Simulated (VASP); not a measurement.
# Pt (P6_3/mmc) in VASP: further runs

The runs below take Pt through single point, with PBE.

Everything below comes from runs of VASP 6.6.1. Logs are shortened: lines on timing, memory, paths and dates and some standing lists are left out, and cuts for length are marked.

## 1. The cell of the first run

It takes space group P6_3/mmc (No. 194, hexagonal). The conventional cell has a = 2.855 Å, b = 2.855 Å, c = 4.722 Å, α = 90.00°, β = 90.00°, γ = 120.00°. Within 3.8 Å of Pt (site symmetry -6m2) lie 12 Pt at 2.86 to 2.88 Å.

## 2. Single point, PBE

Contents of INCAR:

```
PREC = Accurate ; ENCUT = 520
EDIFF = 1E-7 ; ISMEAR = 0
SIGMA = 0.15 ; LREAL = False
LASPH = True ; NELM = 60
ALGO = Normal ; ISIF = 2
LWAVE = False ; LCHARG = False
GGA = PE ; NBANDS = 17
```

Contents of KPOINTS:

```
regular mesh
0
Gamma
  18 18 10
```

Contents of POSCAR:

```
Pt
1.0
    2.8551000000      0.0000000000      0.0000000000
   -1.4275500000      2.4725891303      0.0000000000
    0.0000000000      0.0000000000      4.7216000000
Pt
2
Direct
    0.6666666667      0.3333333333      0.7500000000
    0.3333333333      0.6666666667      0.2500000000
```

Potentials or basis: VASP PAW PBE potentials, release 64 (Pt).

On the command line:

```console
> cat potpaw_PBE.64/Pt/POTCAR > POTCAR
> mpirun -np 1 vasp_std > vasp.out
```

OUTCAR:

```text
PREC = Accurate
   ENCUT = 520
   EDIFF = 1E-7
   ISMEAR = 0
   LREAL = False
   LASPH = True
   NELM = 60
   ISIF = 2
   GGA = PE

 ion  position               nearest neighbor table
   1  0.667  0.333  0.750-   2 2.88   2 2.88   2 2.88   2 2.88   2 2.88   2 2.88
   2  0.333  0.667  0.250-   1 2.88   1 2.88   1 2.88   1 2.88   1 2.88   1 2.88

  LATTYP: Found a hexagonal cell.
 ALAT       =     2.8551000000
 C/A-ratio  =     1.6537424258

  Lattice vectors:

 A1 = (   2.8551000000,   0.0000000000,   0.0000000000)
 A2 = (  -1.4275500000,   2.4725891303,   0.0000000000)
 A3 = (   0.0000000000,   0.0000000000,   4.7216000000)

Analysis of symmetry for initial positions (statically):
=====================================================================
 Subroutine PRICEL returns:
 Original cell was already a primitive cell.

 Routine SETGRP: Setting up the symmetry group for a
 hexagonal supercell.

 Subroutine GETGRP returns: Found 24 space group operations
 (whereof 12 operations were pure point group operations)
 out of a pool of 24 trial point group operations.

The static configuration has the point symmetry D_3d.
 The point group associated with its full space group is D_6h.

Analysis of symmetry for dynamics (positions and initial velocities):
=====================================================================
 Subroutine PRICEL returns:
 Original cell was already a primitive cell.

 Routine SETGRP: Setting up the symmetry group for a
 hexagonal supercell.

 Subroutine GETGRP returns: Found 24 space group operations
 (whereof 12 operations were pure point group operations)
 out of a pool of 24 trial point group operations.

The dynamic configuration has the point symmetry D_3d.
 The point group associated with its full space group is D_6h.

 Subroutine INISYM returns: Found 24 space group operations
 (whereof 12 operations are pure point group operations),
 and found     1 'primitive' translations

----------------------------------------------------------------------------------------

                                     Primitive cell

  volume of cell :      33.3321

  direct lattice vectors                    reciprocal lattice vectors
[... 77 lines left out ...]
 SYSTEM =  unknown system
   PREC   = accura    normal or accurate (medium, high low for compatibility)
   ISTART =      0    job   : 0-new  1-cont  2-samecut
   ICHARG =      2    charge: 1-file 2-atom 10-const
   ISPIN  =      1    spin polarized calculation?
   LNONCOLLINEAR =      F non collinear calculations
   LSORBIT =      F    spin-orbit coupling
   LASPH  =      T    aspherical Exc in radial PAW
   ENCUT  =  520.0 eV  38.22 Ry    6.18 a.u.   5.31  5.31  8.78*2*pi/ulx,y,z
   NELM   =     60;   NELMIN=  2; NELMDL= -5     # of ELM steps
   EDIFF  = 0.1E-06   stopping-criterion for ELM
   LREAL  =      F    real-space projection
   EDIFFG = 0.1E-05   stopping-criterion for IOM
   NSW    =      0    number of steps for IOM
   IBRION =     -1    ionic relax: 0-MD 1-quasi-New 2-CG
   NFREE  =      0    steps in history (QN), initial steepest desc. (CG)
   ISIF   =      2    stress and relaxation
   ISYM   =      2    0-nonsym 1-usesym 2-fastsym
   POTIM  = 0.5000    time-step for ionic-motion
   TEBEG  =    0.0;   TEEND  =   0.0 temperature during run
   PSTRESS=    0.0 pullay stress
   NELECT =      20.0000    total number of electrons
   NUPDOWN=      -1.0000    fix difference up-down
   EMIN   =  10.00;   EMAX   =-10.00  energy-range for DOS
   EFERMI =   0.00;   METHOD = LEGACY
   ISMEAR =     0;   SIGMA  =   0.15  broadening in eV -4-tet -1-fermi 0-gaus
   EFERMI_NEDOS =   21; number of points for ismear=-14 and -15
   IALGO  =     38    algorithm
   IMIX   =      4    mixing-type and parameters
     AMIX     =   0.40;   BMIX     =  1.00
     AMIX_MAG =   1.60;   BMIX_MAG =  1.00
  volume/ion in A,a.u.               =      16.67       112.47
  Fermi-wavevector in a.u.,A,eV,Ry     =   1.380800  2.609333 25.940973  1.906608
  Thomas-Fermi vector in A             =   2.505643
   LORBIT       =      0    0 simple, 1 ext, 2 COOP (PROOUT), +10 PAW based schemes
   GGA     = PE    functional components
   LHFCALC =     F    Hartree Fock is set to
   AEXX    =    0.0000 exact exchange contribution
   IVDW    =     0    specifies the selected vdW correction
   LEPSILON=     F    determine dielectric tensor
   LRPA    =     F    only Hartree local field effects (RPA)
 non-spin polarized calculation
 Gauss-broadening in eV      SIGMA  =   0.15
  energy-cutoff  :      520.00
  volume of cell :       33.33
 maximum number of plane-waves:       912
 NGX is ok and might be reduce to    24
   NGX = 11   NGY = 11   NGZ = 17

 number of electron      20.0000001 magnetization

 Free energy of the ion-electron system (eV)
  ---------------------------------------------------
  ext. energy  EPLUGINS =         0.00000000
  ---------------------------------------------------
  free energy    TOTEN  =       -12.00476067 eV

  energy without entropy =      -11.94919072  energy(sigma->0) =      -11.97697570

 E-fermi :   9.4358     XC(G=0): -12.8947

 val. band max:        9.4350153960   @ k =   0.2778   0.0000   0.1000
 cond. band min:       9.4371776825   @ k =   0.3889   0.1667   0.1000
 fundamental gap:      0.0021622866
 Fermi energy:         9.4357695486

 k-point     1 :       0.0000    0.0000    0.0000
  band No.  band energies     occupation
      1       0.3051      2.00000
      2       3.0665      2.00000
      3       6.1468      2.00000
      4       6.3377      2.00000
      5       6.3377      2.00000
      6       6.7401      2.00000
[... 457 lines left out ...]
      4       6.1951      2.00000
      5       6.4022      2.00000
      6       6.5652      2.00000
[... 9 lines left out ...]
     16      21.0966      0.00000
     17      23.1984      0.00000

 [... further k-points ...]
[... 5 lines left out ...]
  --------------------------------------------------------------------------------------
  -------------------------------------------------------------------------------------
  Total       -2.9499031     -2.9499031     -1.7495998      0.0000000     -0.0000000      0.0000000
  in kB     -141.7933502   -141.7933502    -84.0982254      0.0000000     -0.0000000      0.0000000
  external PRESSURE =    -122.5616419 kB  Pullay stress =       0.0000000 kB

 VOLUME and BASIS-vectors are now :
 -----------------------------------------------------------------------------
  energy-cutoff  :      520.00
  volume of cell :       33.33
      direct lattice vectors                 reciprocal lattice vectors
     2.855100000  0.000000000  0.000000000     0.350250429  0.202217180  0.000000000
    -1.427550000  2.472589130  0.000000000     0.000000000  0.404434359  0.000000000
     0.000000000  0.000000000  4.721600000     0.000000000  0.000000000  0.211792613

 POSITION                                       TOTAL-FORCE (eV/Angst)
 -----------------------------------------------------------------------------------
      1.42755      0.82420      3.54120         0.000000     -0.000000      0.000000
     -0.00000      1.64839      1.18040        -0.000000      0.000000      0.000000
 -----------------------------------------------------------------------------------
    total drift:                                0.000000     -0.000000      0.000000

  FREE ENERGIE OF THE ION-ELECTRON SYSTEM (eV)
  ---------------------------------------------------
  free  energy   TOTEN  =       -12.0047606693 eV

  energy  without entropy=      -11.9491907224  energy(sigma->0) =      -11.97697570
```

OSZICAR:

```text
N       E                     dE             d eps       ncg     rms          rms(c)
DAV:   1     0.100071697216E+03    0.10007E+03   -0.10426E+04  7556   0.113E+03
DAV:   2    -0.109289545166E+02   -0.11100E+03   -0.10532E+03  8155   0.240E+02
DAV:   3    -0.127432727657E+02   -0.18143E+01   -0.17833E+01  9326   0.303E+01
DAV:   4    -0.127527206910E+02   -0.94479E-02   -0.94454E-02  8963   0.229E+00
DAV:   5    -0.127528196473E+02   -0.98956E-04   -0.98955E-04  9254   0.246E-01    0.138E+01
DAV:   6    -0.120618050092E+02    0.69101E+00   -0.11924E+00  7870   0.960E+00    0.739E+00
DAV:   7    -0.120100995790E+02    0.51705E-01   -0.14971E-01  9089   0.335E+00    0.302E+00
DAV:   8    -0.120050526175E+02    0.50470E-02   -0.14147E-02  8225   0.917E-01    0.673E-01
DAV:   9    -0.120047494358E+02    0.30318E-03   -0.28659E-04  8670   0.140E-01    0.307E-02
DAV:  10    -0.120047605916E+02   -0.11156E-04   -0.75173E-06  9481   0.210E-02    0.106E-02
DAV:  11    -0.120047606693E+02   -0.77660E-07   -0.23263E-07  8558   0.375E-03
   1 F= -.12004761E+02 E0= -.11976976E+02  d E =-.555699E-01
```

Run time: 29 s. Hardware: 1 thread of Intel Xeon 6975P-C (Granite Rapids), shared host; peak memory 0.23 GiB.

Results:

```yaml
Free_energy: -12.0048 eV
Pressure: -12.3 GPa
Band_gap_on_the_k_mesh: zero (band 10 reaches 9.73 eV, above the bottom of band 11 at 8.65 eV)
```

Levels at points of the mesh, in eV from the Fermi level:
```
           k point  band 8  band 9  band 10  band 11  band 12  band 13
(0.00, 0.00, 0.00)   -1.95   -1.95    -0.24    -0.24    -0.15     4.93
(0.50, 0.00, 0.00)    0.05    0.12     0.30     2.06     3.34     7.21
(0.00, 0.00, 0.50)   -3.16   -0.78    -0.78    -0.78    -0.78    12.55
(0.50, 0.00, 0.50)   -0.74    0.20     0.20     1.71     1.71     5.89
```

Caveat: spin-orbit coupling is left out, which moves the levels of the heavy elements.

(Part 1 of 2 ends here.)
